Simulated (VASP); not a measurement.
# SnSe2 (P1) in VASP: single point with PBE

Aim: the single point of SnSe2 with PBE.

Program: VASP 6.6.1. These are calculated values, not measurements. Logs are shortened: lines on timing, memory, paths and dates and some standing lists are left out, and cuts for length are marked.

## (1) The cell of the first run

The typed cell holds 24 atoms: a = 9.636 Å, b = 9.636 Å, c = 9.636 Å, α = 60.00°, β = 60.00°, γ = 60.00°.

## (2) Single point, PBE

File INCAR:

```
SYSTEM = SnSe2
PREC = Accurate
ENCUT = 520
EDIFF = 1E-6
ISMEAR = -1
SIGMA = 0.052
LREAL = Auto
LASPH = .TRUE.
NELM = 80
ALGO = Normal
ISIF = 2
LWAVE = .FALSE.
LCHARG = .FALSE.
GGA = PE
NBANDS = 122
```

File KPOINTS:

```
Automatic mesh
0
G
  2 2 2
  0 0 0
```

File POSCAR:

```
SnSe2
1.0
    0.0000000000      6.8137107265      6.8137107265
    6.8137107265      0.0000000000      6.8137107265
    6.8137107265      6.8137107265      0.0000000000
Sn Se
8 16
Direct
    0.0002937460     -0.0000693455      0.0011960443
    0.0008967947     -0.0002410581      0.4996350207
    0.0007870161      0.5005132500     -0.0015898092
   -0.0009571143      0.5008490435      0.5007112331
    0.4985495623      0.0002588164      0.0006980778
    0.5005729825      0.0005351709      0.5011239304
    0.5013008531      0.4988124880     -0.0010707822
    0.5003506367      0.4989839805      0.5006865770
    0.1249756607      0.1237908438      0.1258791332
    0.3746713212      0.3761766683      0.3748531604
    0.1250216709      0.1246675320      0.6241116876
    0.3728833820      0.3741135487      0.8752302144
    0.1245662656      0.6262406303      0.1232104698
    0.3752850103      0.8743374556      0.3735272309
    0.1232594153      0.6263691212      0.6260406658
    0.3752509613      0.8761329530      0.8754571099
    0.6255054949      0.1235490519      0.1250084622
    0.8767834063      0.3743019923      0.3755858742
    0.6260398586      0.1267332199      0.6237945329
    0.8758065523      0.3744211638      0.8769238584
    0.6232187820      0.6261904374      0.1228287395
    0.8747211673      0.8733324966      0.3774458739
    0.6259920873      0.6252422756      0.6232339720
    0.8750494759      0.8731358343      0.8764522358
```

Potentials or basis: VASP PAW PBE potentials, release 64 (Sn_d, Se).

On the command line:

```
> cat potpaw_PBE.64/Sn_d/POTCAR potpaw_PBE.64/Se/POTCAR > POTCAR
> mpirun -np 1 vasp_std > vasp.out
```

OUTCAR:

```text
SYSTEM = SnSe2
   PREC = Accurate
   ENCUT = 520
   EDIFF = 1E-6
   ISMEAR = -1
   LREAL = Auto
   LASPH = .TRUE.
   NELM = 80
   ISIF = 2
   GGA = PE

 ion  position               nearest neighbor table
   1  0.000  1.000  0.001-   9 2.94  13 2.94  20 2.95  17 2.95  16 2.95  22 2.96  24 2.96  11 2.97

   2  0.001  1.000  0.500-  15 2.94  11 2.94   9 2.94  14 2.95  18 2.95  22 2.95  19 2.95  24 2.96

   3  0.001  0.501  0.998-  12 2.93  15 2.93  20 2.93  24 2.93  13 2.94   9 2.96  18 2.97  21 2.97

   4  0.999  0.501  0.501-  22 2.93  23 2.94  18 2.94  15 2.95  10 2.96  11 2.96  20 2.96  13 2.97

   5  0.499  0.000  0.001-  16 2.93  14 2.93   9 2.94  12 2.94  21 2.94  17 2.95  24 2.96  19 2.97

   6  0.501  0.001  0.501-  22 2.94  16 2.95  19 2.95  23 2.95  11 2.95  10 2.96  17 2.96  14 2.98

   7  0.501  0.499  0.999-  21 2.94  20 2.95  17 2.95  23 2.96  10 2.96  13 2.96  12 2.96  16 2.97

   8  0.500  0.499  0.501-  19 2.93  10 2.95  23 2.95  12 2.95  14 2.95  18 2.96  15 2.97  21 2.97

   9  0.125  0.124  0.126-   1 2.94   5 2.94   2 2.94   3 2.96
  10  0.375  0.376  0.375-   8 2.95   4 2.96   6 2.96   7 2.96
  11  0.125  0.125  0.624-   2 2.94   6 2.95   4 2.96   1 2.97
  12  0.373  0.374  0.875-   3 2.93   5 2.94   8 2.95   7 2.96
  13  0.125  0.626  0.123-   1 2.94   3 2.94   7 2.96   4 2.97
  14  0.375  0.874  0.374-   5 2.93   2 2.95   8 2.95   6 2.98
[... 8 lines left out ...]
  23  0.626  0.625  0.623-   4 2.94   8 2.95   6 2.95   7 2.96
  24  0.875  0.873  0.876-   3 2.93   5 2.96   1 2.96   2 2.96

  LATTYP: Found a face centered cubic cell.
 ALAT       =    13.6274214530

  Lattice vectors:

 A1 = (   0.0000000000,   6.8137107265,   6.8137107265)
 A2 = (   6.8137107265,   0.0000000000,   6.8137107265)
 A3 = (   6.8137107265,   6.8137107265,   0.0000000000)

Analysis of symmetry for initial positions (statically):
=====================================================================
 Subroutine PRICEL returns:
 Original cell was already a primitive cell.

 Routine SETGRP: Setting up the symmetry group for a
 face centered cubic supercell.

 Subroutine GETGRP returns: Found  1 space group operations
 (whereof  1 operations were pure point group operations)
 out of a pool of 48 trial point group operations.

The static configuration has the point symmetry C_1 .

Analysis of symmetry for dynamics (positions and initial velocities):
=====================================================================
 Subroutine PRICEL returns:
 Original cell was already a primitive cell.

 Routine SETGRP: Setting up the symmetry group for a
 face centered cubic supercell.

 Subroutine GETGRP returns: Found  1 space group operations
 (whereof  1 operations were pure point group operations)
 out of a pool of 48 trial point group operations.

The dynamic configuration has the point symmetry C_1 .

 Subroutine INISYM returns: Found  1 space group operations
 (whereof  1 operations are pure point group operations),
 and found     1 'primitive' translations

----------------------------------------------------------------------------------------

                                     Primitive cell

  volume of cell :     632.6756

  direct lattice vectors                    reciprocal lattice vectors
     0.000000000  6.813710727  6.813710727    -0.073381454  0.073381454  0.073381454
     6.813710727  0.000000000  6.813710727     0.073381454 -0.073381454  0.073381454
     6.813710727  6.813710727  0.000000000     0.073381454  0.073381454 -0.073381454

  length of vectors
     9.636042120  9.636042120  9.636042120     0.127100407  0.127100407  0.127100407

  position of ions in fractional coordinates (direct lattice)
     0.000293746  0.999930654  0.001196044
     0.000896795  0.999758942  0.499635021
     0.000787016  0.500513250  0.998410191
     0.999042886  0.500849043  0.500711233
     0.498549562  0.000258816  0.000698078
     0.500572983  0.000535171  0.501123930
[... 16 lines left out ...]
     0.625992087  0.625242276  0.623233972
     0.875049476  0.873135834  0.876452236

  ion indices of the primitive-cell ions
   primitive index   ion index
                 1           1
                 2           2
                 3           3
                 4           4
                 5           5
                 6           6
[... 16 lines left out ...]
                23          23
                24          24

----------------------------------------------------------------------------------------

 KPOINTS: Automatic mesh

Automatic generation of k-mesh.
 Grid dimensions read from file:
 generate k-points for:    2    2    2

 Generating k-lattice:

  Cartesian coordinates                     Fractional coordinates (reciprocal lattice)
    -0.036690727  0.036690727  0.036690727     0.500000000  0.000000000  0.000000000
     0.036690727 -0.036690727  0.036690727     0.000000000  0.500000000  0.000000000
     0.036690727  0.036690727 -0.036690727     0.000000000  0.000000000  0.500000000

  Length of vectors
     0.063550203  0.063550203  0.063550203

  Shift w.r.t. Gamma in fractional coordinates (k-lattice)
     0.000000000  0.000000000  0.000000000

 Subroutine IBZKPT returns following result:
 ===========================================

 Found      8 irreducible k-points:

 Following reciprocal coordinates:
            Coordinates               Weight
  0.000000  0.000000  0.000000      1.000000
  0.500000  0.000000  0.000000      1.000000
  0.000000  0.500000  0.000000      1.000000
  0.000000  0.000000  0.500000      1.000000
  0.500000  0.500000  0.500000      1.000000
  0.500000  0.500000  0.000000      1.000000
  0.000000  0.500000  0.500000      1.000000
  0.500000  0.000000  0.500000      1.000000
   k-points           NKPTS =      8   k-points in BZ     NKDIM =      8   number of bands    NBANDS=    122
   number of dos      NEDOS =    301   number of ions     NIONS =     24
   total plane-waves  NPLWV = 373248
   dimension x,y,z NGX =    72 NGY =   72 NGZ =   72
   dimension x,y,z NGXF=   144 NGYF=  144 NGZF=  144
   ions per type =               8  16
   NGX,Y,Z   is equivalent  to a cutoff of  12.42, 12.42, 12.42 a.u.
   NGXF,Y,Z  is equivalent  to a cutoff of  24.84, 24.84, 24.84 a.u.
 SYSTEM =  SnSe2
   PREC   = accura    normal or accurate (medium, high low for compatibility)
   ISTART =      0    job   : 0-new  1-cont  2-samecut
   ICHARG =      2    charge: 1-file 2-atom 10-const
   ISPIN  =      1    spin polarized calculation?
   LNONCOLLINEAR =      F non collinear calculations
   LSORBIT =      F    spin-orbit coupling
   LASPH  =      T    aspherical Exc in radial PAW
   ENCUT  =  520.0 eV  38.22 Ry    6.18 a.u.  17.92 17.92 17.92*2*pi/ulx,y,z
   NELM   =     80;   NELMIN=  2; NELMDL= -5     # of ELM steps
   EDIFF  = 0.1E-05   stopping-criterion for ELM
   LREAL  =      T    real-space projection
   EDIFFG = 0.1E-04   stopping-criterion for IOM
   NSW    =      0    number of steps for IOM
   IBRION =     -1    ionic relax: 0-MD 1-quasi-New 2-CG
   NFREE  =      0    steps in history (QN), initial steepest desc. (CG)
   ISIF   =      2    stress and relaxation
   ISYM   =      2    0-nonsym 1-usesym 2-fastsym
   POTIM  = 0.5000    time-step for ionic-motion
   TEBEG  =    0.0;   TEEND  =   0.0 temperature during run
   PSTRESS=    0.0 pullay stress
   NELECT =     208.0000    total number of electrons
   NUPDOWN=      -1.0000    fix difference up-down
   EMIN   =  10.00;   EMAX   =-10.00  energy-range for DOS
   EFERMI =   0.00;   METHOD = LEGACY
   ISMEAR =    -1;   SIGMA  =   0.05  broadening in eV -4-tet -1-fermi 0-gaus
   EFERMI_NEDOS =   21; number of points for ismear=-14 and -15
   IALGO  =     38    algorithm
   IMIX   =      4    mixing-type and parameters
     AMIX     =   0.40;   BMIX     =  1.00
     AMIX_MAG =   1.60;   BMIX_MAG =  1.00
  volume/ion in A,a.u.               =      26.36       177.90
  Fermi-wavevector in a.u.,A,eV,Ry     =   1.129888  2.135180 17.369851  1.276648
  Thomas-Fermi vector in A             =   2.266583
   LORBIT       =      0    0 simple, 1 ext, 2 COOP (PROOUT), +10 PAW based schemes
   GGA     = PE    functional components
   LHFCALC =     F    Hartree Fock is set to
   AEXX    =    0.0000 exact exchange contribution
   IVDW    =     0    specifies the selected vdW correction
   LEPSILON=     F    determine dielectric tensor
   LRPA    =     F    only Hartree local field effects (RPA)
 non-spin polarized calculation
  energy-cutoff  :      520.00
  volume of cell :      632.68
 maximum number of plane-waves:     17118
 NGX is ok and might be reduce to    72
   NGX = 35   NGY = 35   NGZ = 35

 number of electron     208.0000000 magnetization

 Free energy of the ion-electron system (eV)
  ---------------------------------------------------
  ext. energy  EPLUGINS =         0.00000000
  ---------------------------------------------------
  free energy    TOTEN  =       -84.40039734 eV

  energy without entropy =      -84.05595390  energy(sigma->0) =      -84.22817562

 E-fermi :   4.5251     XC(G=0):  -9.4599

 val. band max:        4.5245591516   @ k =   0.5000   0.5000   0.0000
 cond. band min:       4.5257329565   @ k =   0.5000   0.5000   0.5000
 fundamental gap:      0.0011738050
 Fermi energy:         4.5251234854

 k-point     1 :       0.0000    0.0000    0.0000
  band No.  band energies     occupation
      1     -16.9194      2.00000
      2     -16.9172      2.00000
      3     -16.9160      2.00000
      4     -16.9131      2.00000
      5     -16.9096      2.00000
      6     -16.9093      2.00000
[... 108 lines left out ...]
    115       6.5936      0.00000
    116       7.1715      0.00000

 k-point     2 :       0.5000    0.0000    0.0000
  band No.  band energies     occupation
      1     -16.9143      2.00000
      2     -16.9142      2.00000
      3     -16.9138      2.00000
      4     -16.9136      2.00000
      5     -16.9128      2.00000
      6     -16.9112      2.00000
[... 706 lines left out ...]
 k-point     8 :       0.5000    0.0000    0.5000
  band No.  band energies     occupation
      1     -16.9154      2.00000
      2     -16.9151      2.00000
      3     -16.9125      2.00000
      4     -16.9118      2.00000
      5     -16.9113      2.00000
      6     -16.9109      2.00000
[... 108 lines left out ...]
    115       7.7358      0.00000
    116       7.7430      0.00000
 [bands above 116 left out]

------------------------ aborting loop because EDIFF is reached ----------------------------------------

  FORCE on cell =-STRESS in cart. coord.  units (eV):
  Direction    XX          YY          ZZ          XY          YZ          ZX
  --------------------------------------------------------------------------------------
  -------------------------------------------------------------------------------------
  Total        6.5034210      6.4880137      6.5522273     -0.0587640      0.0345688      0.1379243
  in kB       16.4691574     16.4301403     16.5927537     -0.1488129      0.0875415      0.3492772
  external PRESSURE =      16.4973505 kB  Pullay stress =       0.0000000 kB

 VOLUME and BASIS-vectors are now :
 -----------------------------------------------------------------------------
  energy-cutoff  :      520.00
  volume of cell :      632.68
      direct lattice vectors                 reciprocal lattice vectors
     0.000000000  6.813710727  6.813710727    -0.073381454  0.073381454  0.073381454
     6.813710727  0.000000000  6.813710727     0.073381454 -0.073381454  0.073381454
     6.813710727  6.813710727  0.000000000     0.073381454  0.073381454 -0.073381454

 POSITION                                       TOTAL-FORCE (eV/Angst)
 -----------------------------------------------------------------------------------
      6.82139      0.01015      6.81524        -0.010525     -0.003861     -0.010468
     10.21644      3.41048      6.81818         0.011492      0.001631     -0.012864
     10.21323      6.80824      3.41572         0.028043      0.007814     -0.033428
      6.82434     10.21889     10.21983        -0.025841      0.014464      0.004503
      0.00652      3.40173      3.39874        -0.014156      0.001022      0.017182
      3.41816      6.82527      3.41441        -0.007018     -0.020022     -0.005364
[... 16 lines left out ...]
      8.50676      8.51187      8.52555         0.001025     -0.010313     -0.031560
     11.92119     11.93423     11.91163         0.006507     -0.003487     -0.045114
 -----------------------------------------------------------------------------------
    total drift:                                0.000766     -0.014162      0.001766

  FREE ENERGIE OF THE ION-ELECTRON SYSTEM (eV)
  ---------------------------------------------------
  free  energy   TOTEN  =       -84.4003973413 eV

  energy  without entropy=      -84.0559539048  energy(sigma->0) =      -84.22817562
```

It took 19 min on 1 thread of Intel Xeon Platinum 8259CL at 2.50GHz (Skylake/Cascade Lake), shared host; peak memory 0.93 GiB.

Results:

```
Free energy            : -84.4004 eV
Pressure               : 1.6 GPa
Largest force          : 0.087 eV/Å
Band gap on the k mesh : zero (bands 104 and 105 overlap by 0.25 eV)
```

Forces in eV/Å, atoms in the order of the input:
```
Sn  -0.011 -0.004 -0.010
Sn   0.011  0.002 -0.013
Sn   0.028  0.008 -0.033
Sn  -0.026  0.014  0.005
Sn  -0.014  0.001  0.017
Sn  -0.007 -0.020 -0.005
Sn  -0.007 -0.021 -0.014
Sn   0.000 -0.041  0.026
Se   0.039  0.017 -0.039
Se   0.042 -0.003 -0.021
Se  -0.013 -0.008 -0.060
Se  -0.025 -0.027 -0.078
Se  -0.015 -0.024  0.024
Se  -0.025 -0.018  0.011
Se   0.044 -0.009  0.050
Se   0.044  0.005  0.039
Se  -0.031  0.000  0.017
Se  -0.034 -0.015  0.045
Se  -0.003  0.060  0.057
Se  -0.002  0.058  0.056
Se  -0.011  0.008  0.001
Se   0.007  0.032  0.005
Se   0.001 -0.010 -0.032
Se   0.007 -0.003 -0.045
```

Caveat: the k points lie up to 0.40 Å⁻¹ apart; the atoms stand as in a frame of molecular dynamics; the structure was generated, so it needn't be the stable form of SnSe2; semilocal functionals underestimate gaps, and a narrow one can read as zero; spin-orbit coupling is left out, which moves the levels of the heavy elements.
